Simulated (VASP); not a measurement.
# CdH2O2 (P-3m1) in VASP: a series of runs

The runs below take CdH2O2 through single point, with PBEsol.

Program: VASP 6.6.1. These are calculated values, not measurements. Logs are shortened: lines on timing, memory, paths and dates and some standing lists are left out, and cuts for length are marked.

## 1. The cell of the first run

Symmetry: P-3m1, No. 164, trigonal system. Conventional cell: a = 3.584 Å, b = 3.584 Å, c = 4.734 Å, α = 90.00°, β = 90.00°, γ = 120.00°. Within 3.1 Å of Cd (site symmetry -3m) lie 6 O at 2.36 Å and 6 H at 2.97 Å. H (site symmetry 3m) has 1 O at 0.99 Å within 1.3 Å. O (site symmetry 3m) has 1 H at 0.99 Å within 1.3 Å.

## 2. Single point, PBEsol

INCAR reads:

```
  ALGO = Normal
  EDIFF = 1E-6
  ENCUT = 520
  GGA = PS
  ISIF = 2
  ISMEAR = 0
  LASPH = T
  LCHARG = F
  LREAL = F
  LWAVE = F
  NBANDS = 21
  NELM = 60
  PREC = Accurate
  SIGMA = 0.01
```

KPOINTS reads:

```
k-points
0
Gamma
  6 6 4
```

POSCAR reads:

```
CdH2O2
1.0
    3.5844753464      0.0000000000      0.0000000000
   -1.7922376732      3.1042467102      0.0000000000
    0.0000000000      0.0000000000      4.7340412183
Cd H O
1 2 2
Direct
    0.0000000000      0.0000000000      0.0000000000
    0.6666666667      0.3333333333      0.5509607200
    0.3333333333      0.6666666667      0.4490392800
    0.6666666667      0.3333333333      0.7593720000
    0.3333333333      0.6666666667      0.2406280000
```

Potentials or basis: VASP PAW PBE potentials, release 64 (Cd, H, O).

Command:

```console
> cat potpaw_PBE.64/Cd/POTCAR potpaw_PBE.64/H/POTCAR potpaw_PBE.64/O/POTCAR > POTCAR
> mpirun -np 1 vasp_std > vasp.out
```

OUTCAR:

```text
EDIFF = 1E-6
   ENCUT = 520
   GGA = PS
   ISIF = 2
   ISMEAR = 0
   LASPH = T
   LREAL = F
   NELM = 60
   PREC = Accurate

 ion  position               nearest neighbor table
   1  0.000  0.000  0.000-   4 2.36   5 2.36   4 2.36   5 2.36   4 2.36   5 2.36
   2  0.667  0.333  0.551-   4 0.99
   3  0.333  0.667  0.449-   5 0.99
   4  0.667  0.333  0.759-   2 0.99   1 2.36   1 2.36   1 2.36
   5  0.333  0.667  0.241-   3 0.99   1 2.36   1 2.36   1 2.36

  LATTYP: Found a hexagonal cell.
 ALAT       =     3.5844753464
 C/A-ratio  =     1.3207068708

  Lattice vectors:

 A1 = (   3.5844753464,   0.0000000000,   0.0000000000)
 A2 = (  -1.7922376732,   3.1042467102,   0.0000000000)
 A3 = (   0.0000000000,   0.0000000000,   4.7340412183)

Analysis of symmetry for initial positions (statically):
=====================================================================
 Subroutine PRICEL returns:
 Original cell was already a primitive cell.

 Routine SETGRP: Setting up the symmetry group for a
 hexagonal supercell.

 Subroutine GETGRP returns: Found 12 space group operations
 (whereof 12 operations were pure point group operations)
 out of a pool of 24 trial point group operations.

The static configuration has the point symmetry D_3d.

Analysis of symmetry for dynamics (positions and initial velocities):
=====================================================================
 Subroutine PRICEL returns:
 Original cell was already a primitive cell.

 Routine SETGRP: Setting up the symmetry group for a
 hexagonal supercell.

 Subroutine GETGRP returns: Found 12 space group operations
 (whereof 12 operations were pure point group operations)
 out of a pool of 24 trial point group operations.

The dynamic configuration has the point symmetry D_3d.

 Subroutine INISYM returns: Found 12 space group operations
 (whereof 12 operations are pure point group operations),
 and found     1 'primitive' translations

----------------------------------------------------------------------------------------

                                     Primitive cell

  volume of cell :      52.6761

  direct lattice vectors                    reciprocal lattice vectors
     3.584475346  0.000000000  0.000000000     0.278980856  0.161069672  0.000000000
    -1.792237673  3.104246710  0.000000000     0.000000000  0.322139344  0.000000000
     0.000000000  0.000000000  4.734041218     0.000000000  0.000000000  0.211236015

  length of vectors
     3.584475346  3.584475347  4.734041218     0.322139344  0.322139344  0.211236015

  position of ions in fractional coordinates (direct lattice)
     0.000000000  0.000000000  0.000000000
     0.666666667  0.333333333  0.550960720
     0.333333333  0.666666667  0.449039280
     0.666666667  0.333333333  0.759372000
     0.333333333  0.666666667  0.240628000

  ion indices of the primitive-cell ions
   primitive index   ion index
                 1           1
                 2           2
                 3           3
                 4           4
                 5           5

----------------------------------------------------------------------------------------

 KPOINTS: k-points

Automatic generation of k-mesh.
 Grid dimensions read from file:
 generate k-points for:    6    6    4

 Generating k-lattice:

  Cartesian coordinates                     Fractional coordinates (reciprocal lattice)
     0.046496809  0.026844945  0.000000000     0.166666667  0.000000000  0.000000000
     0.000000000  0.053689891  0.000000000     0.000000000  0.166666667  0.000000000
     0.000000000  0.000000000  0.052809004     0.000000000  0.000000000  0.250000000

  Length of vectors
     0.053689891  0.053689891  0.052809004

  Shift w.r.t. Gamma in fractional coordinates (k-lattice)
     0.000000000  0.000000000  0.000000000

 Subroutine IBZKPT returns following result:
 ===========================================

 Found     24 irreducible k-points:

 Following reciprocal coordinates:
            Coordinates               Weight
  0.000000  0.000000  0.000000      1.000000
  0.166667  0.000000  0.000000      6.000000
  0.333333  0.000000  0.000000      6.000000
  0.500000  0.000000  0.000000      3.000000
  0.166667  0.166667  0.000000      6.000000
  0.333333  0.166667  0.000000     12.000000
[... 16 lines left out ...]
  0.333333  0.166667  0.500000     12.000000
  0.333333  0.333333  0.500000      2.000000
   k-points           NKPTS =     24   k-points in BZ     NKDIM =     24   number of bands    NBANDS=     21
   number of dos      NEDOS =    301   number of ions     NIONS =      5
   total plane-waves  NPLWV =  28224
   dimension x,y,z NGX =    28 NGY =   28 NGZ =   36
   dimension x,y,z NGXF=    56 NGYF=   56 NGZF=   72
   ions per type =               1   2   2
   NGX,Y,Z   is equivalent  to a cutoff of  12.99, 12.99, 12.64 a.u.
   NGXF,Y,Z  is equivalent  to a cutoff of  25.97, 25.97, 25.28 a.u.
 SYSTEM =  unknown system
   PREC   = accura    normal or accurate (medium, high low for compatibility)
   ISTART =      0    job   : 0-new  1-cont  2-samecut
   ICHARG =      2    charge: 1-file 2-atom 10-const
   ISPIN  =      1    spin polarized calculation?
   LNONCOLLINEAR =      F non collinear calculations
   LSORBIT =      F    spin-orbit coupling
   LASPH  =      T    aspherical Exc in radial PAW
   ENCUT  =  520.0 eV  38.22 Ry    6.18 a.u.   6.66  6.66  8.80*2*pi/ulx,y,z
   NELM   =     60;   NELMIN=  2; NELMDL= -5     # of ELM steps
   EDIFF  = 0.1E-05   stopping-criterion for ELM
   LREAL  =      F    real-space projection
   EDIFFG = 0.1E-04   stopping-criterion for IOM
   NSW    =      0    number of steps for IOM
   IBRION =     -1    ionic relax: 0-MD 1-quasi-New 2-CG
   NFREE  =      0    steps in history (QN), initial steepest desc. (CG)
   ISIF   =      2    stress and relaxation
   ISYM   =      2    0-nonsym 1-usesym 2-fastsym
   POTIM  = 0.5000    time-step for ionic-motion
   TEBEG  =    0.0;   TEEND  =   0.0 temperature during run
   PSTRESS=    0.0 pullay stress
   NELECT =      26.0000    total number of electrons
   NUPDOWN=      -1.0000    fix difference up-down
   EMIN   =  10.00;   EMAX   =-10.00  energy-range for DOS
   EFERMI =   0.00;   METHOD = LEGACY
   ISMEAR =     0;   SIGMA  =   0.01  broadening in eV -4-tet -1-fermi 0-gaus
   EFERMI_NEDOS =   21; number of points for ismear=-14 and -15
   IALGO  =     38    algorithm
   IMIX   =      4    mixing-type and parameters
     AMIX     =   0.40;   BMIX     =  1.00
     AMIX_MAG =   1.60;   BMIX_MAG =  1.00
  volume/ion in A,a.u.               =      10.54        71.10
  Fermi-wavevector in a.u.,A,eV,Ry     =   1.293783  2.444895 22.774433  1.673874
  Thomas-Fermi vector in A             =   2.425407
   LORBIT       =      0    0 simple, 1 ext, 2 COOP (PROOUT), +10 PAW based schemes
   GGA     = PS    functional components
   LHFCALC =     F    Hartree Fock is set to
   AEXX    =    0.0000 exact exchange contribution
   IVDW    =     0    specifies the selected vdW correction
   LEPSILON=     F    determine dielectric tensor
   LRPA    =     F    only Hartree local field effects (RPA)
 non-spin polarized calculation
 Gauss-broadening in eV      SIGMA  =   0.01
  energy-cutoff  :      520.00
  volume of cell :       52.68
 maximum number of plane-waves:      1458
 NGX is ok and might be reduce to    28
   NGX = 13   NGY = 13   NGZ = 17

 number of electron      26.0000012 magnetization

 Free energy of the ion-electron system (eV)
  ---------------------------------------------------
  ext. energy  EPLUGINS =         0.00000000
  ---------------------------------------------------
  free energy    TOTEN  =       -23.42007368 eV

  energy without entropy =      -23.42007368  energy(sigma->0) =      -23.42007368

 E-fermi :  -0.4064     XC(G=0):  -9.9352

 val. band max:       -0.5379039010   @ k =   0.5000   0.0000   0.0000
 cond. band min:       0.9108553561   @ k =   0.0000   0.0000   0.0000
 fundamental gap:      1.4487592571
 Fermi energy:        -0.4063906050

 k-point     1 :       0.0000    0.0000    0.0000
  band No.  band energies     occupation
      1     -18.6483      2.00000
      2     -17.7501      2.00000
      3      -7.8138      2.00000
      4      -6.8170      2.00000
      5      -6.8170      2.00000
      6      -6.2071      2.00000
[... 13 lines left out ...]
     20      13.5617      0.00000
     21      16.2366      0.00000

 k-point     2 :       0.1667    0.0000    0.0000
  band No.  band energies     occupation
      1     -18.5565      2.00000
      2     -17.7872      2.00000
      3      -7.5878      2.00000
      4      -6.8368      2.00000
      5      -6.7225      2.00000
      6      -6.2754      2.00000
[... 13 lines left out ...]
     20      14.0525      0.00000
     21      15.3111      0.00000

 k-point     3 :       0.3333    0.0000    0.0000
  band No.  band energies     occupation
      1     -18.3403      2.00000
      2     -17.8880      2.00000
      3      -7.2270      2.00000
      4      -6.6614      2.00000
      5      -6.6029      2.00000
      6      -6.4708      2.00000
[... 13 lines left out ...]
     20      12.5225      0.00000
     21      14.1595      0.00000
[... 457 lines left out ...]
 k-point    23 :       0.3333    0.1667    0.5000
  band No.  band energies     occupation
      1     -18.1518      2.00000
      2     -18.0018      2.00000
      3      -7.2915      2.00000
      4      -6.6957      2.00000
      5      -6.5495      2.00000
      6      -6.4250      2.00000
[... 13 lines left out ...]
     20      13.9689      0.00000
     21      14.9463      0.00000

 k-point    24 :       0.3333    0.3333    0.5000
  band No.  band energies     occupation
      1     -18.0601      2.00000
      2     -18.0601      2.00000
      3      -6.9469      2.00000
      4      -6.9469      2.00000
      5      -6.4960      2.00000
      6      -6.4960      2.00000
[... 13 lines left out ...]
     20      15.3173      0.00000
     21      15.9971      0.00000

------------------------ aborting loop because EDIFF is reached ----------------------------------------

  FORCE on cell =-STRESS in cart. coord.  units (eV):
  Direction    XX          YY          ZZ          XY          YZ          ZX
  --------------------------------------------------------------------------------------
  -------------------------------------------------------------------------------------
  Total       -1.8158921     -1.8158921     -2.0165853      0.0000000     -0.0000000      0.0000000
  in kB      -55.2314913    -55.2314913    -61.3356985      0.0000000     -0.0000000      0.0000000
  external PRESSURE =     -57.2662270 kB  Pullay stress =       0.0000000 kB

 VOLUME and BASIS-vectors are now :
 -----------------------------------------------------------------------------
  energy-cutoff  :      520.00
  volume of cell :       52.68
      direct lattice vectors                 reciprocal lattice vectors
     3.584475346  0.000000000  0.000000000     0.278980856  0.161069672  0.000000000
    -1.792237673  3.104246710  0.000000000     0.000000000  0.322139344  0.000000000
     0.000000000  0.000000000  4.734041218     0.000000000  0.000000000  0.211236015

 POSITION                                       TOTAL-FORCE (eV/Angst)
 -----------------------------------------------------------------------------------
      0.00000      0.00000      0.00000        -0.000000      0.000000     -0.000000
      1.79224      1.03475      2.60827        -0.000000      0.000000      0.264570
     -0.00000      2.06950      2.12577        -0.000000      0.000000     -0.264570
      1.79224      1.03475      3.59490         0.000000      0.000000      0.177212
     -0.00000      2.06950      1.13914         0.000000     -0.000000     -0.177212
 -----------------------------------------------------------------------------------
    total drift:                                0.000000     -0.000000      0.000000

  FREE ENERGIE OF THE ION-ELECTRON SYSTEM (eV)
  ---------------------------------------------------
  free  energy   TOTEN  =       -23.4200736780 eV

  energy  without entropy=      -23.4200736780  energy(sigma->0) =      -23.42007368
```

It took 15 s on 1 thread of Intel Xeon Platinum 8488C (Sapphire Rapids), shared host; peak memory 0.18 GiB.

What came out:

| Property | Result |
| --- | --- |
| Free energy | -23.4201 eV |
| Pressure | -5.7 GPa |
| Largest force | 0.265 eV/Å |
| Band gap on the k mesh | 1.45 eV, indirect (least direct gap 1.79 eV) |

Forces on the atoms (eV/Å):
```
Cd   0.000  0.000  0.000
H    0.000  0.000  0.265
H    0.000  0.000 -0.265
O    0.000  0.000  0.177
O    0.000  0.000 -0.177
```

Stress tensor (GPa, compression positive):
```
-5.52  0.00  0.00
 0.00 -5.52  0.00
 0.00  0.00 -6.13
```

Levels at points of the mesh, in eV from the valence-band top:
| k point | band 10 | band 11 | band 12 | band 13 | band 14 | band 15 | band 16 | band 17 |
| --- | --- | --- | --- | --- | --- | --- | --- | --- |
| (0.00, 0.00, 0.00) | -0.90 | -0.90 | -0.34 | -0.34 | 1.45 | 6.11 | 9.54 | 12.46 |
| (0.50, 0.00, 0.00) | -2.93 | -2.22 | -1.98 | 0.00 | 6.10 | 6.19 | 8.60 | 10.23 |
| (0.00, 0.00, 0.50) | -1.12 | -1.12 | -0.08 | -0.08 | 3.94 | 4.22 | 10.72 | 10.95 |
| (0.50, 0.00, 0.50) | -2.16 | -2.01 | -1.55 | -0.46 | 5.62 | 6.82 | 8.71 | 9.06 |

Caveat: the PAW data sets were made with another functional, which shifts forces and pressure a little.

## 3. Single point, PBEsol

This run uses another cell than the first one, of 9.54 Å³/atom, 0.906 times its volume.

INCAR reads:

```
ALGO = Normal
EDIFF = 1E-6
ENCUT = 600
GGA = PS
GGA_COMPAT = False
ISIF = 2
ISMEAR = 0
LASPH = True
LCHARG = False
LREAL = False
LWAVE = False
NBANDS = 25
NELM = 120
PREC = Accurate
SIGMA = 0.01
```

KPOINTS is that of step 2.

POSCAR: that of step 2 with these lines changed.

```diff
@@ -2,5 +2,5 @@
 1.0
-    3.5844753464      0.0000000000      0.0000000000
-   -1.7922376732      3.1042467102      0.0000000000
-    0.0000000000      0.0000000000      4.7340412183
+    3.4680130281      0.0000000000      0.0000000000
+   -1.7340065140      3.0033873839      0.0000000000
+    0.0000000000      0.0000000000      4.5802286343
 Cd H O
```

Potentials or basis: VASP PAW PBE potentials, release 64 (Cd_sv_GW, H, O).

Command:

```console
> cat potpaw_PBE.64/Cd_sv_GW/POTCAR potpaw_PBE.64/H/POTCAR potpaw_PBE.64/O/POTCAR > POTCAR
> mpirun -np 1 vasp_std > vasp.out
```

OUTCAR:

```text
EDIFF = 1E-6
   ENCUT = 600
   GGA = PS
   ISIF = 2
   ISMEAR = 0
   LASPH = True
   LREAL = False
   NELM = 120
   PREC = Accurate

 ion  position               nearest neighbor table
   1  0.000  0.000  0.000-   4 2.29   5 2.29   4 2.29   5 2.29   4 2.29   5 2.29
   2  0.667  0.333  0.551-   4 0.95
   3  0.333  0.667  0.449-   5 0.95
   4  0.667  0.333  0.759-   2 0.95   1 2.29   1 2.29   1 2.29
   5  0.333  0.667  0.241-   3 0.95   1 2.29   1 2.29   1 2.29

[... 872 lines left out ...]
  --------------------------------------------------------------------------------------
  -------------------------------------------------------------------------------------
  Total        0.5480230      0.5480230      2.6186969      0.0000000      0.0000000     -0.0000000
  in kB       18.4047608     18.4047608     87.9461002      0.0000000      0.0000000     -0.0000000
  external PRESSURE =      41.5852073 kB  Pullay stress =       0.0000000 kB

 VOLUME and BASIS-vectors are now :
 -----------------------------------------------------------------------------
  energy-cutoff  :      600.00
  volume of cell :       47.71
      direct lattice vectors                 reciprocal lattice vectors
     3.468013028  0.000000000  0.000000000     0.288349551  0.166478691  0.000000000
    -1.734006514  3.003387384  0.000000000     0.000000000  0.332957382  0.000000000
     0.000000000  0.000000000  4.580228634     0.000000000  0.000000000  0.218329712

 POSITION                                       TOTAL-FORCE (eV/Angst)
 -----------------------------------------------------------------------------------
      0.00000      0.00000      0.00000         0.000000      0.000000      0.000000
      1.73401      1.00113      2.52353         0.000000     -0.000000     -1.302166
     -0.00000      2.00226      2.05670         0.000000      0.000000      1.302166
      1.73401      1.00113      3.47810         0.000000      0.000000      1.180152
     -0.00000      2.00226      1.10213        -0.000000      0.000000     -1.180152
 -----------------------------------------------------------------------------------
    total drift:                                0.000000      0.000000      0.000000

  FREE ENERGIE OF THE ION-ELECTRON SYSTEM (eV)
  ---------------------------------------------------
  free  energy   TOTEN  =       -23.5635371221 eV

  energy  without entropy=      -23.5635371221  energy(sigma->0) =      -23.56353712
```

stdout:

```text
POSCAR found type information on POSCAR CdH O
 POSCAR found :  3 types and       5 ions
 scaLAPACK will be used
 -----------------------------------------------------------------------------
|                                                                             |
|                                                                             |
|     You enforced a specific xc type in the INCAR file but a different       |
|     I HOPE YOU KNOW WHAT YOU ARE DOING!                                     |
|                                                                             |
 -----------------------------------------------------------------------------

 LDA part: xc-table for (Slater+PW92), standard interpolation
 POSCAR, INCAR and KPOINTS ok, starting setup
 FFT: planning ... GRIDC
 FFT: planning ... GRID_SOFT
 FFT: planning ... GRID
 WAVECAR not read
 entering main loop
```

Wall time 23 s (1 thread of AMD EPYC 9R45 (Zen 5), shared host); peak memory 0.17 GiB.

What came out:

```yaml
Free_energy: -23.5635 eV
Pressure: 4.2 GPa
Largest_force: 1.302 eV/Å
Band_gap_on_the_k_mesh: 1.72 eV, indirect (least direct gap 2.08 eV)
```

Forces in eV/Å, atoms in the order of the input:
```
Cd   0.000  0.000  0.000
H    0.000  0.000 -1.302
H    0.000  0.000  1.302
O    0.000  0.000  1.180
O    0.000  0.000 -1.180
```

Stress tensor (GPa, compression positive):
```
1.84 0.00 0.00
0.00 1.84 0.00
0.00 0.00 8.79
```

Caveat: the PAW data sets were made with another functional, which shifts forces and pressure a little. A k mesh can miss the band edges.

## 4. Single point, PBEsol

This run uses another cell than the first one, of 10.34 Å³/atom, 0.981 times its volume.

INCAR reads:

```
SYSTEM = CdH2O2
ALGO = Normal
EDIFF = 1E-6
ENCUT = 600
GGA = PS
GGA_COMPAT = .False.
ISIF = 2
ISMEAR = 0
LASPH = .True.
LCHARG = .False.
LREAL = .False.
LWAVE = .False.
NBANDS = 25
NELM = 120
PREC = Accurate
SIGMA = 0.01
```

KPOINTS reads:

```
k-points
0
Gamma
  6 6 4
  0 0 0
```

POSCAR: that of step 3 with these lines changed.

```diff
@@ -2,5 +2,5 @@
 1.0
-    3.4680130281      0.0000000000      0.0000000000
-   -1.7340065140      3.0033873839      0.0000000000
-    0.0000000000      0.0000000000      4.5802286343
+    3.5617881857      0.0000000000      0.0000000000
+   -1.7808940929      3.0845990527      0.0000000000
+    0.0000000000      0.0000000000      4.7040781294
 Cd H O
```

Command:

```console
> cat potpaw_PBE.64/Cd_sv_GW/POTCAR potpaw_PBE.64/H/POTCAR potpaw_PBE.64/O/POTCAR > POTCAR
> mpirun -np 1 vasp_std > vasp.out
```

Run time: 17 s. Hardware: 1 thread of Intel Xeon 6975P-C (Granite Rapids), shared host; peak memory 0.21 GiB.

It converged, with:

```
Free energy            : -23.5618 eV
Pressure               : -4.9 GPa
Largest force          : 0.403 eV/Å
Band gap on the k mesh : 1.51 eV, indirect (least direct gap 1.85 eV)
```

Forces on the atoms (eV/Å):
```
Cd   0.000  0.000  0.000
H    0.000  0.000 -0.010
H    0.000  0.000  0.010
O    0.000  0.000  0.403
O    0.000  0.000 -0.403
```

Stress tensor (GPa, compression positive):
```
-5.22  0.00  0.00
 0.00 -5.22  0.00
 0.00  0.00 -4.38
```

Levels at points of the mesh, in eV from the valence-band top:
```csv
k point,band 15,band 16,band 17,band 18,band 19,band 20
"(0.00, 0.00, 0.00)",-0.96,-0.34,-0.34,1.51,6.11,9.69
"(0.50, 0.00, 0.00)",-2.30,-2.06,0.00,6.23,6.25,8.67
"(0.00, 0.00, 0.50)",-1.19,-0.08,-0.08,4.06,4.24,10.82
"(0.50, 0.00, 0.50)",-2.02,-1.62,-0.47,5.74,6.85,8.81
```

Caveat: the PAW data sets were made with another functional, which shifts forces and pressure a little.

[end of part 1 of 2]
